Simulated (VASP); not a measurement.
# GaSb (F-43m) in VASP: single point with LDA

Aim: the single point of GaSb with LDA.

All numbers are computed with VASP 6.6.1; they aren't measurements. Logs are shortened: lines on timing, memory, paths and dates and some standing lists are left out, and cuts for length are marked.

## 1. The cell of the first run

It takes space group F-43m (No. 216, cubic). Conventional cell: a = 6.049 Å, b = 6.049 Å, c = 6.049 Å, α = 90.00°, β = 90.00°, γ = 90.00°. Ga (site symmetry -43m) has 4 Sb at 2.62 Å within 3.5 Å. Sb (site symmetry -43m) has 4 Ga at 2.62 Å within 3.5 Å.

## 2. Single point, LDA

File INCAR:

```
SYSTEM = GaSb
PREC = Accurate
ENCUT = 500
EDIFF = 1E-6
ISMEAR = 0
SIGMA = 0.1
LREAL = .FALSE.
LASPH = .TRUE.
NELM = 120
ALGO = Normal
ISIF = 2
LWAVE = .FALSE.
LCHARG = .TRUE.
GGA = CA
LELF = .TRUE.
LVHAR = .TRUE.
NBANDS = 21
GGA_COMPAT = .FALSE.
```

File KPOINTS:

```
Automatic mesh
0
G
  12 12 12
  0 0 0
```

File POSCAR:

```
GaSb
1.0
    0.0000000000      3.0243850669      3.0243850669
    3.0243850669      0.0000000000      3.0243850669
    3.0243850669      3.0243850669      0.0000000000
Ga Sb
1 1
Direct
    0.0000000000      0.0000000000      0.0000000000
    0.2500000000      0.2500000000      0.2500000000
```

Potentials or basis: VASP PAW LDA potentials, release 64 (Ga_d, Sb_d_GW).

The run is started by

```console
$ cat potpaw_LDA.64/Ga_d/POTCAR potpaw_LDA.64/Sb_d_GW/POTCAR > POTCAR
$ mpirun -np 1 vasp_std > vasp.out
```

OUTCAR:

```text
SYSTEM = GaSb
   PREC = Accurate
   ENCUT = 500
   EDIFF = 1E-6
   ISMEAR = 0
   LREAL = .FALSE.
   LASPH = .TRUE.
   NELM = 120
   ISIF = 2
   GGA = CA

 ion  position               nearest neighbor table
   1  0.000  0.000  0.000-   2 2.62   2 2.62   2 2.62   2 2.62
   2  0.250  0.250  0.250-   1 2.62   1 2.62   1 2.62   1 2.62

  LATTYP: Found a face centered cubic cell.
 ALAT       =     6.0487701338

  Lattice vectors:

 A1 = (   0.0000000000,   3.0243850669,   3.0243850669)
 A2 = (   3.0243850669,   0.0000000000,   3.0243850669)
 A3 = (   3.0243850669,   3.0243850669,   0.0000000000)

Analysis of symmetry for initial positions (statically):
=====================================================================
 Subroutine PRICEL returns:
 Original cell was already a primitive cell.

 Routine SETGRP: Setting up the symmetry group for a
 face centered cubic supercell.

 Subroutine GETGRP returns: Found 24 space group operations
 (whereof 24 operations were pure point group operations)
 out of a pool of 48 trial point group operations.

The static configuration has the point symmetry T_d .

Analysis of symmetry for dynamics (positions and initial velocities):
=====================================================================
 Subroutine PRICEL returns:
 Original cell was already a primitive cell.

 Routine SETGRP: Setting up the symmetry group for a
 face centered cubic supercell.

 Subroutine GETGRP returns: Found 24 space group operations
 (whereof 24 operations were pure point group operations)
 out of a pool of 48 trial point group operations.

The dynamic configuration has the point symmetry T_d .

 Subroutine INISYM returns: Found 24 space group operations
 (whereof 24 operations are pure point group operations),
 and found     1 'primitive' translations

----------------------------------------------------------------------------------------

                                     Primitive cell

  volume of cell :      55.3275

  direct lattice vectors                    reciprocal lattice vectors
     0.000000000  3.024385067  3.024385067    -0.165322864  0.165322864  0.165322864
     3.024385067  0.000000000  3.024385067     0.165322864 -0.165322864  0.165322864
     3.024385067  3.024385067  0.000000000     0.165322864  0.165322864 -0.165322864

  length of vectors
     4.277126379  4.277126379  4.277126379     0.286347599  0.286347599  0.286347599

  position of ions in fractional coordinates (direct lattice)
     0.000000000  0.000000000  0.000000000
     0.250000000  0.250000000  0.250000000

  ion indices of the primitive-cell ions
   primitive index   ion index
                 1           1
                 2           2

----------------------------------------------------------------------------------------

 KPOINTS: Automatic mesh

Automatic generation of k-mesh.
 Grid dimensions read from file:
 generate k-points for:   12   12   12

 Generating k-lattice:

  Cartesian coordinates                     Fractional coordinates (reciprocal lattice)
    -0.013776905  0.013776905  0.013776905     0.083333333  0.000000000  0.000000000
     0.013776905 -0.013776905  0.013776905     0.000000000  0.083333333  0.000000000
     0.013776905  0.013776905 -0.013776905     0.000000000  0.000000000  0.083333333

  Length of vectors
     0.023862300  0.023862300  0.023862300

  Shift w.r.t. Gamma in fractional coordinates (k-lattice)
     0.000000000  0.000000000  0.000000000

 Subroutine IBZKPT returns following result:
 ===========================================

 Found     72 irreducible k-points:

 Following reciprocal coordinates:
            Coordinates               Weight
  0.000000  0.000000  0.000000      1.000000
  0.083333  0.000000  0.000000      8.000000
  0.166667  0.000000  0.000000      8.000000
  0.250000  0.000000  0.000000      8.000000
  0.333333  0.000000  0.000000      8.000000
  0.416667  0.000000  0.000000      8.000000
[... 16 lines left out ...]
  0.500000  0.166667  0.000000     24.000000
 -0.416667  0.166667  0.000000     24.000000
 [... further k-points ...]
   k-points           NKPTS =     72   k-points in BZ     NKDIM =     72   number of bands    NBANDS=     21
   number of dos      NEDOS =    301   number of ions     NIONS =      2
   total plane-waves  NPLWV =  32768
   dimension x,y,z NGX =    32 NGY =   32 NGZ =   32
   dimension x,y,z NGXF=    64 NGYF=   64 NGZF=   64
   ions per type =               1   1
   NGX,Y,Z   is equivalent  to a cutoff of  12.44, 12.44, 12.44 a.u.
   NGXF,Y,Z  is equivalent  to a cutoff of  24.88, 24.88, 24.88 a.u.
 SYSTEM =  GaSb
   PREC   = accura    normal or accurate (medium, high low for compatibility)
   ISTART =      0    job   : 0-new  1-cont  2-samecut
   ICHARG =      2    charge: 1-file 2-atom 10-const
   ISPIN  =      1    spin polarized calculation?
   LNONCOLLINEAR =      F non collinear calculations
   LSORBIT =      F    spin-orbit coupling
   LASPH  =      T    aspherical Exc in radial PAW
   ENCUT  =  500.0 eV  36.75 Ry    6.06 a.u.   7.80  7.80  7.80*2*pi/ulx,y,z
   NELM   =    120;   NELMIN=  2; NELMDL= -5     # of ELM steps
   EDIFF  = 0.1E-05   stopping-criterion for ELM
   LREAL  =      F    real-space projection
   EDIFFG = 0.1E-04   stopping-criterion for IOM
   NSW    =      0    number of steps for IOM
   IBRION =     -1    ionic relax: 0-MD 1-quasi-New 2-CG
   NFREE  =      0    steps in history (QN), initial steepest desc. (CG)
   ISIF   =      2    stress and relaxation
   ISYM   =      2    0-nonsym 1-usesym 2-fastsym
   POTIM  = 0.5000    time-step for ionic-motion
   TEBEG  =    0.0;   TEEND  =   0.0 temperature during run
   PSTRESS=    0.0 pullay stress
   NELECT =      28.0000    total number of electrons
   NUPDOWN=      -1.0000    fix difference up-down
   EMIN   =  10.00;   EMAX   =-10.00  energy-range for DOS
   EFERMI =   0.00;   METHOD = LEGACY
   ISMEAR =     0;   SIGMA  =   0.10  broadening in eV -4-tet -1-fermi 0-gaus
   EFERMI_NEDOS =   21; number of points for ismear=-14 and -15
   IALGO  =     38    algorithm
   IMIX   =      4    mixing-type and parameters
     AMIX     =   0.40;   BMIX     =  1.00
     AMIX_MAG =   1.60;   BMIX_MAG =  1.00
  volume/ion in A,a.u.               =      27.66       186.68
  Fermi-wavevector in a.u.,A,eV,Ry     =   1.304609  2.465354 23.157185  1.702005
  Thomas-Fermi vector in A             =   2.435533
   LORBIT       =      0    0 simple, 1 ext, 2 COOP (PROOUT), +10 PAW based schemes
   GGA     = CA    functional components
   LHFCALC =     F    Hartree Fock is set to
   AEXX    =    0.0000 exact exchange contribution
   IVDW    =     0    specifies the selected vdW correction
   LEPSILON=     F    determine dielectric tensor
   LRPA    =     F    only Hartree local field effects (RPA)
 non-spin polarized calculation
 Gauss-broadening in eV      SIGMA  =   0.10
  energy-cutoff  :      500.00
  volume of cell :       55.33
 maximum number of plane-waves:      1424
   NGX = 15   NGY = 15   NGZ = 15

 number of electron      27.9999978 magnetization

 Free energy of the ion-electron system (eV)
  ---------------------------------------------------
  ext. energy  EPLUGINS =         0.00000000
  ---------------------------------------------------
  free energy    TOTEN  =        -8.68482093 eV

  energy without entropy =       -8.68473697  energy(sigma->0) =       -8.68477895

 E-fermi :   4.0252     XC(G=0):  -9.7817

 val. band max:        3.9378944929   @ k =   0.0000   0.0000   0.0000
 cond. band min:       4.0517726970   @ k =   0.0000   0.0000   0.0000
 fundamental gap:      0.1138782041
 Fermi energy:         4.0252088859

 k-point     1 :       0.0000    0.0000    0.0000
  band No.  band energies     occupation
      1     -24.8189      2.00000
      2     -24.8189      2.00000
      3     -24.8189      2.00000
      4     -24.7949      2.00000
      5     -24.7949      2.00000
      6     -11.2640      2.00000
[... 13 lines left out ...]
     20      12.8608      0.00000
     21      12.8609      0.00000

 k-point     2 :       0.0833    0.0000    0.0000
  band No.  band energies     occupation
      1     -24.8189      2.00000
      2     -24.8187      2.00000
      3     -24.8187      2.00000
      4     -24.7949      2.00000
      5     -24.7949      2.00000
      6     -11.2662      2.00000
[... 13 lines left out ...]
     20      12.1975      0.00000
     21      12.1975      0.00000

 k-point     3 :       0.1667    0.0000    0.0000
  band No.  band energies     occupation
      1     -24.8188      2.00000
      2     -24.8181      2.00000
      3     -24.8181      2.00000
      4     -24.7947      2.00000
      5     -24.7947      2.00000
      6     -11.2722      2.00000
[... 13 lines left out ...]
     20      11.6769      0.00000
     21      11.6769      0.00000

 k-point     4 :       0.2500    0.0000    0.0000
  band No.  band energies     occupation
      1     -24.8186      2.00000
      2     -24.8173      2.00000
      3     -24.8173      2.00000
      4     -24.7945      2.00000
      5     -24.7945      2.00000
      6     -11.2802      2.00000
[... 13 lines left out ...]
     20      11.6522      0.00000
     21      11.6522      0.00000

 k-point     5 :       0.3333    0.0000    0.0000
  band No.  band energies     occupation
      1     -24.8185      2.00000
      2     -24.8165      2.00000
      3     -24.8165      2.00000
      4     -24.7942      2.00000
      5     -24.7942      2.00000
      6     -11.2881      2.00000
[... 13 lines left out ...]
     20      12.2012      0.00000
     21      12.2012      0.00000
[... 382 lines left out ...]
     20      12.6495      0.00000
     21      13.3630      0.00000

 k-point    22 :       0.4167    0.1667    0.0000
  band No.  band energies     occupation
      1     -24.8193      2.00000
      2     -24.8155      2.00000
      3     -24.8150      2.00000
      4     -24.7952      2.00000
      5     -24.7932      2.00000
      6     -11.2967      2.00000
[... 13 lines left out ...]
     20      13.3315      0.00000
     21      14.0651      0.00000

 k-point    23 :       0.5000    0.1667    0.0000
  band No.  band energies     occupation
      1     -24.8186      2.00000
      2     -24.8156      2.00000
      3     -24.8147      2.00000
      4     -24.7947      2.00000
      5     -24.7933      2.00000
      6     -11.2995      2.00000
[... 13 lines left out ...]
     20      13.8089      0.00000
     21      14.0858      0.00000

 k-point    24 :      -0.4167    0.1667    0.0000
  band No.  band energies     occupation
      1     -24.8180      2.00000
      2     -24.8158      2.00000
      3     -24.8149      2.00000
      4     -24.7943      2.00000
      5     -24.7937      2.00000
      6     -11.2994      2.00000
[... 13 lines left out ...]
     20      12.8094      0.00000
     21      13.1264      0.00000

 [... further k-points ...]

------------------------ aborting loop because EDIFF is reached ----------------------------------------

  FORCE on cell =-STRESS in cart. coord.  units (eV):
  Direction    XX          YY          ZZ          XY          YZ          ZX
  --------------------------------------------------------------------------------------
  -------------------------------------------------------------------------------------
  Total        0.0184740      0.0184740      0.0184740     -0.0000000      0.0000000     -0.0000000
  in kB        0.5349716      0.5349716      0.5349716     -0.0000000      0.0000000     -0.0000000
  external PRESSURE =       0.5349716 kB  Pullay stress =       0.0000000 kB

 VOLUME and BASIS-vectors are now :
 -----------------------------------------------------------------------------
  energy-cutoff  :      500.00
  volume of cell :       55.33
      direct lattice vectors                 reciprocal lattice vectors
     0.000000000  3.024385067  3.024385067    -0.165322864  0.165322864  0.165322864
     3.024385067  0.000000000  3.024385067     0.165322864 -0.165322864  0.165322864
     3.024385067  3.024385067  0.000000000     0.165322864  0.165322864 -0.165322864

 POSITION                                       TOTAL-FORCE (eV/Angst)
 -----------------------------------------------------------------------------------
      0.00000      0.00000      0.00000        -0.000000      0.000000      0.000000
      1.51219      1.51219      1.51219         0.000000     -0.000000     -0.000000
 -----------------------------------------------------------------------------------
    total drift:                               -0.000000     -0.000000     -0.000000

  FREE ENERGIE OF THE ION-ELECTRON SYSTEM (eV)
  ---------------------------------------------------
  free  energy   TOTEN  =        -8.6848209308 eV

  energy  without entropy=       -8.6847369720  energy(sigma->0) =       -8.68477895
```

Run time: 45 s. Hardware: 1 thread of Intel Xeon Platinum 8259CL at 2.50GHz (Skylake/Cascade Lake), shared host; peak memory 0.23 GiB.

What came out:

| Property | Result |
| --- | --- |
| Free energy | -8.6848 eV |
| Pressure | 0.1 GPa |
| Band gap on the k mesh | 0.11 eV |

Caveat: semilocal functionals underestimate gaps, and a narrow one can read as zero; spin-orbit coupling is left out, which moves the levels of the heavy elements. A k mesh can miss the band edges.
